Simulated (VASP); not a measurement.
# C3H8 in VASP: single point with PBE+D3(BJ)

Aim: the single point of C3H8 with PBE+D3(BJ).

All numbers are computed with VASP 6.6.1; they aren't measurements. Logs are shortened: lines on timing, memory, paths and dates and some standing lists are left out, and cuts for length are marked.

## (1) The cell of the first run

The cell holds a molecule in a box, 11 atoms: a = 6.609 Å, b = 6.609 Å, c = 24.485 Å, α = 90.00°, β = 90.00°, γ = 90.00°.

## (2) Single point, PBE+D3(BJ)

File INCAR:

```
PREC = Accurate
ENCUT = 520
EDIFF = 1E-7
ISMEAR = 0
SIGMA = 0.1
LREAL = F
LASPH = T
NELM = 60
ALGO = Normal
ISIF = 2
LWAVE = F
LCHARG = F
LDIPOL = T
IDIPOL = 3
DIPOL = 0.5 0.5 0.654
GGA = PE
IVDW = 12
NBANDS = 21
```

File KPOINTS:

```
Automatic mesh
0
Gamma
  3 3 1
```

File POSCAR:

```
H8C3
1.0
    6.6085416874      0.0000000000      0.0000000000
    0.0000000000      6.6085416874      0.0000000000
    0.0000000000      0.0000000000     24.4851446409
C H
3 8
Direct
    0.8748606906      0.7555883863      0.6655797993
    0.8086297171      0.5392144331      0.6531244470
    0.5809490042      0.5194727659      0.6442850067
    1.0400501764      0.7673546366      0.6698507522
    0.8279148034      0.8569612971      0.6321982615
    0.8052137420      0.8111986982      0.7035530653
    0.8578109716      0.4361052079      0.6858512690
    0.8866880790      0.4840491831      0.6159998792
    0.5383790966      0.3667499170      0.6305254932
    0.4951884461      0.5521501481      0.6817908322
    0.5288886694      0.6317227869      0.6138042887
```

Potentials or basis: VASP PAW PBE potentials, release 64 (C, H).

Command:

```sh
cat potpaw_PBE.64/C/POTCAR potpaw_PBE.64/H/POTCAR > POTCAR
mpirun -np 1 vasp_std > vasp.out
```

OUTCAR:

```text
PREC = Accurate
   ENCUT = 520
   EDIFF = 1E-7
   ISMEAR = 0
   LREAL = F
   LASPH = T
   NELM = 60
   ISIF = 2
   GGA = PE
   IVDW = 12
 IVDW          = 12

 ion  position               nearest neighbor table
   1  0.875  0.756  0.666-   4 1.10   6 1.10   5 1.10   2 1.53
   2  0.809  0.539  0.653-   7 1.10   8 1.11   3 1.53   1 1.53
   3  0.581  0.519  0.644-  10 1.10   9 1.10  11 1.11   2 1.53
   4  0.040  0.767  0.670-   1 1.10
   5  0.828  0.857  0.632-   1 1.10
   6  0.805  0.811  0.704-   1 1.10
   7  0.858  0.436  0.686-   2 1.10
   8  0.887  0.484  0.616-   2 1.11
   9  0.538  0.367  0.631-   3 1.10
  10  0.495  0.552  0.682-   3 1.10
  11  0.529  0.632  0.614-   3 1.11

  LATTYP: Found a simple tetragonal cell.
 ALAT       =     6.6085416874
 C/A-ratio  =     3.7050753100

  Lattice vectors:

 A1 = (   6.6085416874,   0.0000000000,   0.0000000000)
 A2 = (   0.0000000000,   6.6085416874,   0.0000000000)
 A3 = (   0.0000000000,   0.0000000000,  24.4851446409)

Analysis of symmetry for initial positions (statically):
=====================================================================
 Subroutine PRICEL returns:
 Original cell was already a primitive cell.

 Routine SETGRP: Setting up the symmetry group for a
 simple tetragonal supercell.

 Subroutine GETGRP returns: Found  1 space group operations
 (whereof  1 operations were pure point group operations)
 out of a pool of 16 trial point group operations.

The static configuration has the point symmetry C_1 .

Analysis of symmetry for dynamics (positions and initial velocities):
=====================================================================
 Subroutine PRICEL returns:
 Original cell was already a primitive cell.

 Routine SETGRP: Setting up the symmetry group for a
 simple tetragonal supercell.

 Subroutine GETGRP returns: Found  1 space group operations
 (whereof  1 operations were pure point group operations)
 out of a pool of 16 trial point group operations.

The dynamic configuration has the point symmetry C_1 .

 Subroutine INISYM returns: Found  1 space group operations
 (whereof  1 operations are pure point group operations),
[... 104 lines left out ...]
   PSTRESS=    0.0 pullay stress
   NELECT =      20.0000    total number of electrons
   NUPDOWN=      -1.0000    fix difference up-down
   EMIN   =  10.00;   EMAX   =-10.00  energy-range for DOS
   EFERMI =   0.00;   METHOD = LEGACY
   ISMEAR =     0;   SIGMA  =   0.10  broadening in eV -4-tet -1-fermi 0-gaus
   EFERMI_NEDOS =   21; number of points for ismear=-14 and -15
   IALGO  =     38    algorithm
   IMIX   =      4    mixing-type and parameters
     AMIX     =   0.40;   BMIX     =  1.00
     AMIX_MAG =   1.60;   BMIX_MAG =  1.00
  volume/ion in A,a.u.               =      97.21       656.02
  Fermi-wavevector in a.u.,A,eV,Ry     =   0.434557  0.821194  2.569322  0.188840
  Thomas-Fermi vector in A             =   1.405650
   LORBIT       =      0    0 simple, 1 ext, 2 COOP (PROOUT), +10 PAW based schemes
   GGA     = PE    functional components
   LHFCALC =     F    Hartree Fock is set to
   AEXX    =    0.0000 exact exchange contribution
   IVDW    =    12    specifies the selected vdW correction
   LEPSILON=     F    determine dielectric tensor
   LRPA    =     F    only Hartree local field effects (RPA)
 non-spin polarized calculation
 Gauss-broadening in eV      SIGMA  =   0.10
  energy-cutoff  :      520.00
  volume of cell :     1069.34
 maximum number of plane-waves:     28835
 NGX is ok and might be reduce to    50
   NGX = 25   NGY = 25   NGZ = 91

 dipolmoment           0.000000      0.000000      0.000097 electrons x Angstroem

 number of electron      20.0000000 magnetization

 dipolmoment           0.000000      0.000000     -0.000277 electrons x Angstroem

 Free energy of the ion-electron system (eV)
  ---------------------------------------------------
  ext. energy  EPLUGINS =         0.00000000
  ---------------------------------------------------
  free energy    TOTEN  =       -57.03707218 eV

  energy without entropy =      -57.03707218  energy(sigma->0) =      -57.03707218

 E-fermi :  -6.8084     XC(G=0):  -1.0240

 val. band max:       -7.3153970054   @ k =   0.0000   0.0000   0.0000
 cond. band min:      -0.7552440284   @ k =   0.0000   0.0000   0.0000
 fundamental gap:      6.5601529770
 Fermi energy:        -6.8083524233

 k-point     1 :       0.0000    0.0000    0.0000
  band No.  band energies     occupation
      1     -18.9303      2.00000
      2     -16.3236      2.00000
      3     -13.8766      2.00000
      4     -10.7192      2.00000
      5     -10.2876      2.00000
      6      -9.3365      2.00000
[... 109 lines left out ...]
     20       1.9176      0.00000
     21       2.2641      0.00000

------------------------ aborting loop because EDIFF is reached ----------------------------------------

 vacuum level on the upper side and lower side of the slab       (xc-potential included)        -0.006        -0.005

 Edisp (eV)   -0.19123

 E8    (eV) :    -0.0477

  FORCE on cell =-STRESS in cart. coord.  units (eV):
  Direction    XX          YY          ZZ          XY          YZ          ZX
  --------------------------------------------------------------------------------------
  -------------------------------------------------------------------------------------
  Total      -0.16253    -0.48166    -0.14523     0.14278     0.00726     0.03101
  in kB      -0.24351    -0.72167    -0.21759     0.21392     0.01088     0.04647
  external pressure =       -0.39 kB  Pullay stress =        0.00 kB

 VOLUME and BASIS-vectors are now :
 -----------------------------------------------------------------------------
  energy-cutoff  :      520.00
  volume of cell :     1069.34
      direct lattice vectors                 reciprocal lattice vectors
     6.608541687  0.000000000  0.000000000     0.151319315  0.000000000  0.000000000
     0.000000000  6.608541687  0.000000000     0.000000000  0.151319315  0.000000000
     0.000000000  0.000000000 24.485144641     0.000000000  0.000000000  0.040841090

 POSITION                                       TOTAL-FORCE (eV/Angst)
 -----------------------------------------------------------------------------------
      5.78155      4.99334     16.29682        -0.006348     -0.023692     -0.046349
      5.34386      3.56342     15.99185         0.128135     -0.237673     -0.209493
      3.83923      3.43296     15.77541        -0.191823      0.224383     -0.028237
      0.26467      5.07110     16.40139        -0.011384      0.013946      0.020155
      5.47131      5.66326     15.47947         0.030839      0.049542      0.057178
      5.32129      5.36084     17.22660         0.009480      0.017396     -0.016779
      5.66888      2.88202     16.79317        -0.013074      0.019399      0.081551
      5.85972      3.19886     15.08285        -0.010098      0.126792      0.089859
      3.55790      2.42368     15.43851        -0.011419      0.088698     -0.022540
      3.27247      3.64891     16.69375         0.041230     -0.034757      0.070127
      3.49518      4.17477     15.02909         0.034462     -0.244033      0.004529
 -----------------------------------------------------------------------------------
    total drift:                               -0.000573     -0.000088     -0.000134

  FREE ENERGIE OF THE ION-ELECTRON SYSTEM (eV)
  ---------------------------------------------------
  free  energy   TOTEN  =       -57.2283005183 eV

  energy  without entropy=      -57.2283005183  energy(sigma->0) =      -57.22830052

 vacuum level on the upper side and lower side of the slab         0.286         0.292
```

OSZICAR:

```text
N       E                     dE             d eps       ncg     rms          rms(c)
DAV:   1     0.655944787703E+02    0.65594E+02   -0.58165E+03   274   0.549E+02
DAV:   2    -0.441547097054E+02   -0.10975E+03   -0.10478E+03   360   0.118E+02
DAV:   3    -0.632677325256E+02   -0.19113E+02   -0.19063E+02   255   0.470E+01
[... 18 lines left out ...]
DAV:  22    -0.570370695618E+02   -0.61515E-05   -0.60426E-08   200   0.904E-04    0.225E-04
DAV:  23    -0.570370715352E+02   -0.19734E-05   -0.31229E-08   221   0.637E-04    0.836E-05
DAV:  24    -0.570370720181E+02   -0.48288E-06   -0.10418E-08   226   0.373E-04    0.744E-05
DAV:  25    -0.570370721363E+02   -0.11822E-06   -0.23839E-09   213   0.207E-04    0.173E-05
DAV:  26    -0.570370721794E+02   -0.43058E-07   -0.10417E-09   205   0.128E-04
   1 F= -.57228301E+02 E0= -.57228301E+02  d E =-.165451E-12
```

It took 3.2 min on 1 thread of Intel Xeon Platinum 8488C (Sapphire Rapids), shared host; peak memory 0.94 GiB.

What came out:

```yaml
Free_energy: -57.2283 eV
Largest_force: 0.342 eV/Å
Gap_between_the_frontier_levels: 6.56 eV, direct
Dispersion_energy_per_atom: -0.017 eV
```

Forces in eV/Å, atoms in the order of the input:
```
C   -0.006 -0.024 -0.046
C    0.128 -0.238 -0.209
C   -0.192  0.224 -0.028
H   -0.011  0.014  0.020
H    0.031  0.050  0.057
H    0.009  0.017 -0.017
H   -0.013  0.019  0.082
H   -0.010  0.127  0.090
H   -0.011  0.089 -0.023
H    0.041 -0.035  0.070
H    0.034 -0.244  0.005
```

Levels at points of the mesh, in eV from the valence-band top:
```csv
k point,band 6,band 7,band 8,band 9,band 10,band 11,band 12,band 13,band 14,band 15
"(0.00, 0.00, 0.00)",-2.02,-1.40,-0.47,-0.39,0.00,6.56,7.24,7.68,8.14,8.21
```
